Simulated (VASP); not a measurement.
# Sr3Hf (P6_3/mmc) in VASP: further runs, part 2 of 2

VASP 6.6.1. Earlier steps stand in the parts before.

**3. Single point, PBE**

This run uses another cell than the first one, of 40.43 Å³/atom, 1.359 times its volume.

Input file INCAR:

```
PREC = Accurate
ENCUT = 520
EDIFF = 1E-7
ISMEAR = 0
SIGMA = 0.1
LREAL = False
LASPH = True
NELM = 80
ALGO = Fast
ISIF = 2
LWAVE = False
LCHARG = False
GGA = PE
NBANDS = 50
```

Input file KPOINTS:

```
regular mesh
0
Gamma
  3 3 4
```

Input file POSCAR:

```
Sr3Hf
1.0
    7.7822789833      0.0000000000      0.0000000000
   -3.8911394917      6.7396512989      0.0000000000
    0.0000000000      0.0000000000      6.1669039653
Sr Hf
6 2
Direct
    0.8248298167      0.6496596335      0.2500000000
    0.1751701833      0.8248298167      0.7500000000
    0.3503403665      0.1751701833      0.2500000000
    0.1751701833      0.3503403665      0.7500000000
    0.8248298167      0.1751701833      0.2500000000
    0.6496596335      0.8248298167      0.7500000000
    0.3333333333      0.6666666667      0.2500000000
    0.6666666667      0.3333333333      0.7500000000
```

Potentials or basis: VASP PAW PBE potentials, release 64 (Sr_sv, Hf_pv).

The run is started by

```
> cat potpaw_PBE.64/Sr_sv/POTCAR potpaw_PBE.64/Hf_pv/POTCAR > POTCAR
> mpirun -np 1 vasp_std > vasp.out
```

OUTCAR:

```text
PREC = Accurate
   ENCUT = 520
   EDIFF = 1E-7
   ISMEAR = 0
   LREAL = False
   LASPH = True
   NELM = 80
   ISIF = 2
   GGA = PE

 ion  position               nearest neighbor table
   1  0.825  0.650  0.250-   3 3.69   5 3.69   8 3.75   8 3.75   6 3.88   6 3.88   2 3.88   2 3.88
                             7 3.89   7 3.89   3 4.09   5 4.09
   2  0.175  0.825  0.750-   6 3.69   4 3.69   7 3.75   7 3.75   1 3.88   1 3.88   3 3.88   3 3.88
                             8 3.89   8 3.89   6 4.09   4 4.09
   3  0.350  0.175  0.250-   1 3.69   5 3.69   8 3.75   8 3.75   4 3.88   4 3.88   2 3.88   2 3.88
                             7 3.89   7 3.89   1 4.09   5 4.09
   4  0.175  0.350  0.750-   6 3.69   2 3.69   7 3.75   7 3.75   3 3.88   3 3.88   5 3.88   5 3.88
                             8 3.89   8 3.89   6 4.09   2 4.09
   5  0.825  0.175  0.250-   3 3.69   1 3.69   8 3.75   8 3.75   4 3.88   4 3.88   6 3.88   6 3.88
                             7 3.89   7 3.89   3 4.09   1 4.09
   6  0.650  0.825  0.750-   4 3.69   2 3.69   7 3.75   7 3.75   1 3.88   1 3.88   5 3.88   5 3.88
                             8 3.89   8 3.89   4 4.09   2 4.09
   7  0.333  0.667  0.250-   2 3.75   2 3.75   6 3.75   6 3.75   4 3.75   4 3.75   5 3.89   5 3.89
                             1 3.89   1 3.89   3 3.89   3 3.89
   8  0.667  0.333  0.750-   5 3.75   5 3.75   3 3.75   3 3.75   1 3.75   1 3.75   2 3.89   2 3.89
                             4 3.89   4 3.89   6 3.89   6 3.89

  LATTYP: Found a hexagonal cell.
 ALAT       =     7.7822789833
 C/A-ratio  =     0.7924290530

  Lattice vectors:

 A1 = (   7.7822789833,   0.0000000000,   0.0000000000)
 A2 = (  -3.8911394917,   6.7396512989,   0.0000000000)
 A3 = (   0.0000000000,   0.0000000000,   6.1669039653)

Analysis of symmetry for initial positions (statically):
=====================================================================
 Subroutine PRICEL returns:
 Original cell was already a primitive cell.

 Routine SETGRP: Setting up the symmetry group for a
 hexagonal supercell.

 Subroutine GETGRP returns: Found 24 space group operations
 (whereof 12 operations were pure point group operations)
 out of a pool of 24 trial point group operations.

The static configuration has the point symmetry D_3d.
 The point group associated with its full space group is D_6h.

Analysis of symmetry for dynamics (positions and initial velocities):
=====================================================================
 Subroutine PRICEL returns:
 Original cell was already a primitive cell.

 Routine SETGRP: Setting up the symmetry group for a
 hexagonal supercell.

 Subroutine GETGRP returns: Found 24 space group operations
 (whereof 12 operations were pure point group operations)
 out of a pool of 24 trial point group operations.

The dynamic configuration has the point symmetry D_3d.
 The point group associated with its full space group is D_6h.

 Subroutine INISYM returns: Found 24 space group operations
 (whereof 12 operations are pure point group operations),
 and found     1 'primitive' translations

----------------------------------------------------------------------------------------

                                     Primitive cell

  volume of cell :     323.4532

  direct lattice vectors                    reciprocal lattice vectors
     7.782278983  0.000000000  0.000000000     0.128497064  0.074187814  0.000000000
[... 64 lines left out ...]
   k-points           NKPTS =      9   k-points in BZ     NKDIM =      9   number of bands    NBANDS=     50
   number of dos      NEDOS =    301   number of ions     NIONS =      8
   total plane-waves  NPLWV = 172800
   dimension x,y,z NGX =    60 NGY =   60 NGZ =   48
   dimension x,y,z NGXF=   120 NGYF=  120 NGZF=   96
   ions per type =               6   2
   NGX,Y,Z   is equivalent  to a cutoff of  12.82, 12.82, 12.94 a.u.
   NGXF,Y,Z  is equivalent  to a cutoff of  25.63, 25.63, 25.88 a.u.
 SYSTEM =  unknown system
   PREC   = accura    normal or accurate (medium, high low for compatibility)
   ISTART =      0    job   : 0-new  1-cont  2-samecut
   ICHARG =      2    charge: 1-file 2-atom 10-const
   ISPIN  =      1    spin polarized calculation?
   LNONCOLLINEAR =      F non collinear calculations
   LSORBIT =      F    spin-orbit coupling
   LASPH  =      T    aspherical Exc in radial PAW
   ENCUT  =  520.0 eV  38.22 Ry    6.18 a.u.  14.47 14.47 11.47*2*pi/ulx,y,z
   NELM   =     80;   NELMIN=  2; NELMDL= -5     # of ELM steps
   EDIFF  = 0.1E-06   stopping-criterion for ELM
   LREAL  =      F    real-space projection
   EDIFFG = 0.1E-05   stopping-criterion for IOM
   NSW    =      0    number of steps for IOM
   IBRION =     -1    ionic relax: 0-MD 1-quasi-New 2-CG
   NFREE  =      0    steps in history (QN), initial steepest desc. (CG)
   ISIF   =      2    stress and relaxation
   ISYM   =      2    0-nonsym 1-usesym 2-fastsym
   POTIM  = 0.5000    time-step for ionic-motion
   TEBEG  =    0.0;   TEEND  =   0.0 temperature during run
   PSTRESS=    0.0 pullay stress
   NELECT =      80.0000    total number of electrons
   NUPDOWN=      -1.0000    fix difference up-down
   EMIN   =  10.00;   EMAX   =-10.00  energy-range for DOS
   EFERMI =   0.00;   METHOD = LEGACY
   ISMEAR =     0;   SIGMA  =   0.10  broadening in eV -4-tet -1-fermi 0-gaus
   EFERMI_NEDOS =   21; number of points for ismear=-14 and -15
   IALGO  =     68    algorithm
   IMIX   =      4    mixing-type and parameters
     AMIX     =   0.40;   BMIX     =  1.00
     AMIX_MAG =   1.60;   BMIX_MAG =  1.00
  volume/ion in A,a.u.               =      40.43       272.85
  Fermi-wavevector in a.u.,A,eV,Ry     =   1.027624  1.941928 14.367911  1.056012
  Thomas-Fermi vector in A             =   2.161579
   LORBIT       =      0    0 simple, 1 ext, 2 COOP (PROOUT), +10 PAW based schemes
   GGA     = PE    functional components
   LHFCALC =     F    Hartree Fock is set to
   AEXX    =    0.0000 exact exchange contribution
   IVDW    =     0    specifies the selected vdW correction
   LEPSILON=     F    determine dielectric tensor
   LRPA    =     F    only Hartree local field effects (RPA)
 non-spin polarized calculation
 RMM-DIIS sequential band-by-band and
 Gauss-broadening in eV      SIGMA  =   0.10
  energy-cutoff  :      520.00
  volume of cell :      323.45
 maximum number of plane-waves:      8753
 NGX is ok and might be reduce to    60
   NGX = 29   NGY = 29   NGZ = 23

 number of electron      80.0000000 magnetization

 Free energy of the ion-electron system (eV)
  ---------------------------------------------------
  ext. energy  EPLUGINS =         0.00000000
  ---------------------------------------------------
  free energy    TOTEN  =       -24.79228457 eV

  energy without entropy =      -24.68889105  energy(sigma->0) =      -24.74058781

 E-fermi :   2.2926     XC(G=0):  -8.4428

 val. band max:        2.2736632318   @ k =   0.0000   0.0000   0.0000
 cond. band min:       2.2956370312   @ k =   0.3333   0.0000   0.0000
 fundamental gap:      0.0219737994
 Fermi energy:         2.2926428123

 k-point     1 :       0.0000    0.0000    0.0000
  band No.  band energies     occupation
      1     -33.4416      2.00000
      2     -33.4075      2.00000
      3     -33.4031      2.00000
      4     -33.4031      2.00000
      5     -33.3866      2.00000
      6     -33.3866      2.00000
[... 466 lines left out ...]
     49       3.8016      0.00000
     50       4.0031      0.00000

------------------------ aborting loop because EDIFF is reached ----------------------------------------

  FORCE on cell =-STRESS in cart. coord.  units (eV):
  Direction    XX          YY          ZZ          XY          YZ          ZX
  --------------------------------------------------------------------------------------
  -------------------------------------------------------------------------------------
  Total        0.7579378      0.7579378     -0.1049554     -0.0000000      0.0000000      0.0000000
  in kB        3.7543323      3.7543323     -0.5198811     -0.0000000      0.0000000      0.0000000
  external PRESSURE =       2.3295945 kB  Pullay stress =       0.0000000 kB

 VOLUME and BASIS-vectors are now :
 -----------------------------------------------------------------------------
  energy-cutoff  :      520.00
  volume of cell :      323.45
      direct lattice vectors                 reciprocal lattice vectors
     7.782278983  0.000000000  0.000000000     0.128497064  0.074187814  0.000000000
    -3.891139492  6.739651299  0.000000000     0.000000000  0.148375629  0.000000000
     0.000000000  0.000000000  6.166903965     0.000000000  0.000000000  0.162155922

 POSITION                                       TOTAL-FORCE (eV/Angst)
 -----------------------------------------------------------------------------------
      3.89114      4.37848      1.54173        -0.000000      0.013824      0.000000
     -1.84630      5.55907      4.62518        -0.011972      0.006912      0.000000
      2.04483      1.18059      1.54173        -0.011972     -0.006912      0.000000
      0.00000      2.36117      4.62518         0.000000     -0.013824      0.000000
      5.73744      1.18059      1.54173         0.011972     -0.006912      0.000000
      1.84630      5.55907      4.62518         0.011972      0.006912      0.000000
     -0.00000      4.49310      1.54173         0.000000      0.000000      0.000000
      3.89114      2.24655      4.62518        -0.000000      0.000000      0.000000
 -----------------------------------------------------------------------------------
    total drift:                               -0.000001      0.000000     -0.000000

  FREE ENERGIE OF THE ION-ELECTRON SYSTEM (eV)
  ---------------------------------------------------
  free  energy   TOTEN  =       -24.7922845665 eV

  energy  without entropy=      -24.6888910476  energy(sigma->0) =      -24.74058781
```

Run time: 4.3 min. Hardware: 1 thread of Intel Xeon Platinum 8559C (Emerald Rapids), shared host; peak memory 0.48 GiB.

What came out:

```
Free energy            : -24.7923 eV
Pressure               : 0.2 GPa
Largest force          : 0.014 eV/Å
Band gap on the k mesh : zero (band 40 reaches 2.53 eV, above the bottom of band 41 at 2.20 eV)
```

Forces on the atoms (eV/Å):
```
Sr   0.000  0.014  0.000
Sr  -0.012  0.007  0.000
Sr  -0.012 -0.007  0.000
Sr   0.000 -0.014  0.000
Sr   0.012 -0.007  0.000
Sr   0.012  0.007  0.000
Hf   0.000  0.000  0.000
Hf   0.000  0.000  0.000
```

Stress tensor (GPa, compression positive):
```
 0.38  0.00  0.00
 0.00  0.38  0.00
 0.00  0.00 -0.05
```

Levels at points of the mesh, in eV from the Fermi level:
```csv
k point,band 36,band 37,band 38,band 39,band 40,band 41,band 42,band 43,band 44,band 45
"(0.00, 0.00, 0.00)",-0.80,-0.63,-0.63,-0.41,-0.41,-0.09,-0.02,0.04,0.04,0.81
"(0.00, 0.00, 0.50)",-1.02,-1.02,-1.02,0.23,0.23,0.23,0.23,0.24,0.24,1.07
```

Caveat: spin-orbit coupling is left out, which moves the levels of the heavy elements.
